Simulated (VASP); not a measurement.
# AgH8O4F in VASP: single point with PBE+D3(BJ)

Aim: the single point of AgH8O4F with PBE+D3(BJ).

All numbers are computed with VASP 6.6.1; they aren't measurements. Logs are shortened: lines on timing, memory, paths and dates and some standing lists are left out, and cuts for length are marked.

### 1 The cell of the first run

The cell holds a disordered packing, 14 atoms: a = 5.474 Å, b = 5.474 Å, c = 5.474 Å, α = 90.00°, β = 90.00°, γ = 90.00°.

### 2 Single point, PBE+D3(BJ)

File INCAR:

```
PREC = Accurate ; ENCUT = 520
EDIFF = 1E-7 ; ISMEAR = -1
SIGMA = 0.02 ; LREAL = False
LASPH = True ; NELM = 100
ALGO = Normal ; ISIF = 2
LWAVE = False ; LCHARG = True
GGA = PE ; IVDW = 12
LELF = True ; LVHAR = True
NBANDS = 38
```

File KPOINTS:

```
Automatic mesh
0
Gamma
  1 1 1
```

File POSCAR:

```
AgH8O4F
1.0
    5.4737040000      0.0000000000      0.0000000000
    0.0000000000      5.4737040000      0.0000000000
    0.0000000000      0.0000000000      5.4737040000
O H Ag F
4 8 1 1
Direct
    0.0388515349      0.4616541822      0.1913179497
    0.2571153457      0.8517807661      0.7564662270
    0.4499049610      0.3968644691      0.4535318558
    0.7065477315      0.1094568051      0.8287472570
    0.0706743294      0.5338820793      0.0318440863
   -0.0642166323      0.5878725936      0.2836719944
    0.0983880398      0.9150398308      0.7044010750
    0.3114555913      0.7441710930      0.6244565560
    0.5558781957      0.5439012747      0.4248259870
    0.3018678892      0.4156707531      0.3485925094
    0.6864442422      0.2695570421      0.7537239583
    0.5483043070      0.0319723702      0.7869094395
    0.7094352483      1.1186161874      0.2650551967
    0.7665229164      0.7374068534      0.4290505079
```

Potentials or basis: VASP PAW PBE potentials, release 64 (O, H, Ag, F).

The run is started by

```bash
cat potpaw_PBE.64/O/POTCAR potpaw_PBE.64/H/POTCAR potpaw_PBE.64/Ag/POTCAR potpaw_PBE.64/F/POTCAR > POTCAR
mpirun -np 1 vasp_gam > vasp.out
```

OUTCAR:

```text
PREC = Accurate
   ENCUT = 520
   EDIFF = 1E-7
   ISMEAR = -1
   LREAL = False
   LASPH = True
   NELM = 100
   ISIF = 2
   GGA = PE
   IVDW = 12
 IVDW          = 12

 ion  position               nearest neighbor table
   1  0.039  0.462  0.191-   5 0.97   6 1.03  13 2.63
   2  0.257  0.852  0.756-   7 0.98   8 0.98
   3  0.450  0.397  0.454-  10 1.00   9 1.00  13 2.32
   4  0.707  0.109  0.829-  11 0.97  12 0.99  13 2.39
   5  0.071  0.534  0.032-   1 0.97
   6  0.936  0.588  0.284-   1 1.03
   7  0.098  0.915  0.704-   2 0.98
   8  0.311  0.744  0.624-   2 0.98
   9  0.556  0.544  0.425-   3 1.00
  10  0.302  0.416  0.349-   3 1.00
  11  0.686  0.270  0.754-   4 0.97
  12  0.548  0.032  0.787-   4 0.99
  13  0.709  0.119  0.265-  14 2.29   3 2.32   4 2.39   1 2.63
  14  0.767  0.737  0.429-  13 2.29

  LATTYP: Found a simple cubic cell.
 ALAT       =     5.4737040000

  Lattice vectors:

 A1 = (   5.4737040000,   0.0000000000,   0.0000000000)
 A2 = (   0.0000000000,   5.4737040000,   0.0000000000)
 A3 = (   0.0000000000,   0.0000000000,   5.4737040000)

Analysis of symmetry for initial positions (statically):
=====================================================================
 Subroutine PRICEL returns:
 Original cell was already a primitive cell.

 Routine SETGRP: Setting up the symmetry group for a
 simple cubic supercell.

 Subroutine GETGRP returns: Found  1 space group operations
 (whereof  1 operations were pure point group operations)
 out of a pool of 48 trial point group operations.

The static configuration has the point symmetry C_1 .

Analysis of symmetry for dynamics (positions and initial velocities):
=====================================================================
 Subroutine PRICEL returns:
 Original cell was already a primitive cell.

 Routine SETGRP: Setting up the symmetry group for a
 simple cubic supercell.

 Subroutine GETGRP returns: Found  1 space group operations
 (whereof  1 operations were pure point group operations)
 out of a pool of 48 trial point group operations.

The dynamic configuration has the point symmetry C_1 .

 Subroutine INISYM returns: Found  1 space group operations
 (whereof  1 operations are pure point group operations),
 and found     1 'primitive' translations

----------------------------------------------------------------------------------------

                                     Primitive cell

  volume of cell :     164.0000

  direct lattice vectors                    reciprocal lattice vectors
     5.473704000  0.000000000  0.000000000     0.182691647  0.000000000  0.000000000
     0.000000000  5.473704000  0.000000000     0.000000000  0.182691647  0.000000000
     0.000000000  0.000000000  5.473704000     0.000000000  0.000000000  0.182691647

  length of vectors
     5.473704000  5.473704000  5.473704000     0.182691647  0.182691647  0.182691647

  position of ions in fractional coordinates (direct lattice)
     0.038851535  0.461654182  0.191317950
     0.257115346  0.851780766  0.756466227
     0.449904961  0.396864469  0.453531856
     0.706547732  0.109456805  0.828747257
     0.070674329  0.533882079  0.031844086
     0.935783368  0.587872594  0.283671994
     0.098388040  0.915039831  0.704401075
     0.311455591  0.744171093  0.624456556
     0.555878196  0.543901275  0.424825987
     0.301867889  0.415670753  0.348592509
     0.686444242  0.269557042  0.753723958
     0.548304307  0.031972370  0.786909440
     0.709435248  0.118616187  0.265055197
     0.766522916  0.737406853  0.429050508

  ion indices of the primitive-cell ions
   primitive index   ion index
                 1           1
                 2           2
                 3           3
                 4           4
                 5           5
                 6           6
                 7           7
                 8           8
                 9           9
                10          10
                11          11
                12          12
                13          13
                14          14

----------------------------------------------------------------------------------------

 KPOINTS: Automatic mesh

Automatic generation of k-mesh.
 Grid dimensions read from file:
 generate k-points for:    1    1    1

 Generating k-lattice:

  Cartesian coordinates                     Fractional coordinates (reciprocal lattice)
     0.182691647  0.000000000  0.000000000     1.000000000  0.000000000  0.000000000
     0.000000000  0.182691647  0.000000000     0.000000000  1.000000000  0.000000000
     0.000000000  0.000000000  0.182691647     0.000000000  0.000000000  1.000000000

  Length of vectors
     0.182691647  0.182691647  0.182691647

  Shift w.r.t. Gamma in fractional coordinates (k-lattice)
     0.000000000  0.000000000  0.000000000

 Subroutine IBZKPT returns following result:
 ===========================================

 Found      1 irreducible k-points:

 Following reciprocal coordinates:
            Coordinates               Weight
  0.000000  0.000000  0.000000      1.000000
   k-points           NKPTS =      1   k-points in BZ     NKDIM =      1   number of bands    NBANDS=     38
   number of dos      NEDOS =    301   number of ions     NIONS =     14
   total plane-waves  NPLWV =  74088
   dimension x,y,z NGX =    42 NGY =   42 NGZ =   42
   dimension x,y,z NGXF=    84 NGYF=   84 NGZF=   84
   ions per type =               4   8   1   1
   NGX,Y,Z   is equivalent  to a cutoff of  12.76, 12.76, 12.76 a.u.
   NGXF,Y,Z  is equivalent  to a cutoff of  25.51, 25.51, 25.51 a.u.
 SYSTEM =  unknown system
   PREC   = accura    normal or accurate (medium, high low for compatibility)
   ISTART =      0    job   : 0-new  1-cont  2-samecut
   ICHARG =      2    charge: 1-file 2-atom 10-const
   ISPIN  =      1    spin polarized calculation?
   LNONCOLLINEAR =      F non collinear calculations
   LSORBIT =      F    spin-orbit coupling
   LASPH  =      T    aspherical Exc in radial PAW
   ENCUT  =  520.0 eV  38.22 Ry    6.18 a.u.  10.18 10.18 10.18*2*pi/ulx,y,z
   NELM   =    100;   NELMIN=  2; NELMDL= -5     # of ELM steps
   EDIFF  = 0.1E-06   stopping-criterion for ELM
   LREAL  =      F    real-space projection
   EDIFFG = 0.1E-05   stopping-criterion for IOM
   NSW    =      0    number of steps for IOM
   IBRION =     -1    ionic relax: 0-MD 1-quasi-New 2-CG
   NFREE  =      0    steps in history (QN), initial steepest desc. (CG)
   ISIF   =      2    stress and relaxation
   ISYM   =      2    0-nonsym 1-usesym 2-fastsym
   POTIM  = 0.5000    time-step for ionic-motion
   TEBEG  =    0.0;   TEEND  =   0.0 temperature during run
   PSTRESS=    0.0 pullay stress
   NELECT =      50.0000    total number of electrons
   NUPDOWN=      -1.0000    fix difference up-down
   EMIN   =  10.00;   EMAX   =-10.00  energy-range for DOS
   EFERMI =   0.00;   METHOD = LEGACY
   ISMEAR =    -1;   SIGMA  =   0.02  broadening in eV -4-tet -1-fermi 0-gaus
   EFERMI_NEDOS =   21; number of points for ismear=-14 and -15
   IALGO  =     38    algorithm
   IMIX   =      4    mixing-type and parameters
     AMIX     =   0.40;   BMIX     =  1.00
     AMIX_MAG =   1.60;   BMIX_MAG =  1.00
  volume/ion in A,a.u.               =      11.71        79.05
  Fermi-wavevector in a.u.,A,eV,Ry     =   1.101836  2.082168 16.518044  1.214042
  Thomas-Fermi vector in A             =   2.238269
   LORBIT       =      0    0 simple, 1 ext, 2 COOP (PROOUT), +10 PAW based schemes
   GGA     = PE    functional components
   LHFCALC =     F    Hartree Fock is set to
   AEXX    =    0.0000 exact exchange contribution
   IVDW    =    12    specifies the selected vdW correction
   LEPSILON=     F    determine dielectric tensor
   LRPA    =     F    only Hartree local field effects (RPA)
 non-spin polarized calculation
  energy-cutoff  :      520.00
  volume of cell :      164.00
 maximum number of plane-waves:      2193
 NGX is ok and might be reduce to    42
   NGX = 21   NGY = 21   NGZ = 21

 number of electron      49.9999995 magnetization

 Free energy of the ion-electron system (eV)
  ---------------------------------------------------
  ext. energy  EPLUGINS =         0.00000000
  ---------------------------------------------------
  free energy    TOTEN  =       -64.96360019 eV

  energy without entropy =      -64.96360019  energy(sigma->0) =      -64.96360019

 E-fermi :  -1.5628     XC(G=0):  -7.1601

 val. band max:       -2.0399132346   @ k =   0.0000   0.0000   0.0000
 cond. band min:       0.7519428705   @ k =   0.0000   0.0000   0.0000
 fundamental gap:      2.7918561051
 Fermi energy:        -1.5627692399

 k-point     1 :       0.0000    0.0000    0.0000
  band No.  band energies     occupation
      1     -23.1214      2.00000
      2     -21.6924      2.00000
      3     -21.3745      2.00000
      4     -21.2439      2.00000
      5     -20.9421      2.00000
      6      -9.4537      2.00000
[... 29 lines left out ...]
     36       9.3356      0.00000
     37       9.6497      0.00000
 [bands above 37 left out]

------------------------ aborting loop because EDIFF is reached ----------------------------------------

 Edisp (eV)   -0.69359

 E8    (eV) :    -0.1847

  FORCE on cell =-STRESS in cart. coord.  units (eV):
  Direction    XX          YY          ZZ          XY          YZ          ZX
  --------------------------------------------------------------------------------------
  -------------------------------------------------------------------------------------
  Total      -1.89305     0.53389    -1.06080    -0.28994     0.87375     0.23952
  in kB     -18.49390     5.21572   -10.36339    -2.83250     8.53601     2.33999
  external pressure =       -7.88 kB  Pullay stress =        0.00 kB

 VOLUME and BASIS-vectors are now :
 -----------------------------------------------------------------------------
  energy-cutoff  :      520.00
  volume of cell :      164.00
      direct lattice vectors                 reciprocal lattice vectors
     5.473704000  0.000000000  0.000000000     0.182691647  0.000000000  0.000000000
     0.000000000  5.473704000  0.000000000     0.000000000  0.182691647  0.000000000
     0.000000000  0.000000000  5.473704000     0.000000000  0.000000000  0.182691647

 POSITION                                       TOTAL-FORCE (eV/Angst)
 -----------------------------------------------------------------------------------
      0.21266      2.52696      1.04722         0.014057      0.090384      0.039722
      1.40737      4.66240      4.14067         0.042606     -0.120522     -0.075849
      2.46265      2.17232      2.48250         0.010686      0.173413      0.045493
      3.86743      0.59913      4.53632        -0.120156      0.053335      0.125133
      0.38685      2.92231      0.17431         0.096412     -0.003340     -0.042365
      5.12220      3.21784      1.55274         0.025228     -0.068681     -0.064776
      0.53855      5.00866      3.85568        -0.021687     -0.023446      0.012335
      1.70482      4.07337      3.41809        -0.124986     -0.047799      0.143115
      3.04271      2.97715      2.32537         0.150424      0.095968      0.051391
      1.65234      2.27526      1.90809        -0.098853     -0.045692     -0.091848
      3.75739      1.47548      4.12566         0.028874      0.100488     -0.035950
      3.00126      0.17501      4.30731         0.017364     -0.184019      0.042718
      3.88324      0.64927      1.45083        -0.010071     -0.173739      0.042933
      4.19572      4.03635      2.34850        -0.009899      0.153650     -0.192052
 -----------------------------------------------------------------------------------
    total drift:                                0.000561     -0.000897     -0.000181

  FREE ENERGIE OF THE ION-ELECTRON SYSTEM (eV)
  ---------------------------------------------------
  free  energy   TOTEN  =       -65.6571919165 eV

  energy  without entropy=      -65.6571919164  energy(sigma->0) =      -65.65719192
```

It took 15 s on 1 thread of Intel Xeon Platinum 8488C (Sapphire Rapids), shared host; peak memory 0.25 GiB.

What came out:

* Free energy: -65.6572 eV
* Pressure: -0.8 GPa
* Largest force: 0.246 eV/Å
* Dispersion energy per atom: -0.050 eV

Forces on the atoms (eV/Å):
```
O    0.014  0.090  0.040
O    0.043 -0.121 -0.076
O    0.011  0.173  0.045
O   -0.120  0.053  0.125
H    0.096 -0.003 -0.042
H    0.025 -0.069 -0.065
H   -0.022 -0.023  0.012
H   -0.125 -0.048  0.143
H    0.150  0.096  0.051
H   -0.099 -0.046 -0.092
H    0.029  0.100 -0.036
H    0.017 -0.184  0.043
Ag  -0.010 -0.174  0.043
F   -0.010  0.154 -0.192
```

Stress tensor (GPa, compression positive):
```
-1.85 -0.28  0.23
-0.28  0.52  0.85
 0.23  0.85 -1.04
```

Levels at points of the mesh, in eV from the Fermi level:
| k point | band 23 | band 24 | band 25 | band 26 | band 27 | band 28 |
| --- | --- | --- | --- | --- | --- | --- |
| (0.00, 0.00, 0.00) | -0.92 | -0.72 | -0.48 | 2.31 | 6.29 | 6.99 |

Caveat: the k points lie up to 1.15 Å⁻¹ apart.
